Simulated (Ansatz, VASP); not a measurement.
# Y: VASP beside Ansatz

INCAR

```
ALGO = Normal
EDIFF = 1E-6
EDIFFG = -0.005
ENCUT = 600
GGA = PE
IBRION = 2
ISIF = 3
ISMEAR = -1
LASPH = True
LCHARG = False
LREAL = False
LWAVE = False
NELM = 100
NSW = 45
PREC = Accurate
SIGMA = 0.05
```

KPOINTS

```
k-points
0
Gamma
  13 13 7
```

POSCAR

```
Y
1.0
    3.6561512519      0.0000000000      0.0000000000
   -1.8280756259      3.1663198642      0.0000000000
    0.0000000000      0.0000000000      5.6824456047
Y
2
Direct
    0.3333333333      0.6666666667      0.2500000000
    0.6666666667      0.3333333333      0.7500000000
```

Input for Ansatz:

```yaml
crystal:
  lattice:
    - [3.6561512519, 0.0, 0.0]
    - [-1.8280756259, 3.1663198642, 0.0]
    - [0.0, 0.0, 5.6824456047]
  atoms:
    - { symbol: "Y", position: [0.3333333333, 0.6666666667, 0.25] }
    - { symbol: "Y", position: [0.6666666667, 0.3333333333, 0.75] }
kpoints:
  mp_grid: { grid: [13, 13, 7] }
scf:
  occupations: { method: fermi_dirac, width: 0.05 }
hamiltonian:
  xc: pbe
  pseudopotentials:
    kind: all_electron
    lapw: { basis_error: 0.0005 }
    relativity: none
output:
  forces: true
  stress: true
  eigenvalues: true
  populations: true
relax:
  f_tol: 0.005
  max_steps: 25
  cell: {}
```

Alike in both runs: task relaxation of cell and atoms; functional PBE; k mesh 13 × 13 × 7; occupations fermi-dirac, width 0.05 eV; no spin polarisation.

|  | VASP | Ansatz |
| --- | --- | --- |
| version | VASP 6.6.1 | Ansatz 0.2.0 |
| potentials or method | VASP PAW PBE potentials, release 64 (Y_sv), cutoff 600 eV | all-electron LAPW, non-relativistic |

```tsv
	VASP	Ansatz	Ansatz less VASP
relaxed volume (Å³/atom)	32.80	32.86	+0.064
relaxed cell length with the largest relative difference (Å)	5.677	5.684	+0.0067
```

Ansatz ran all-electron here, and VASP with PAW potentials.
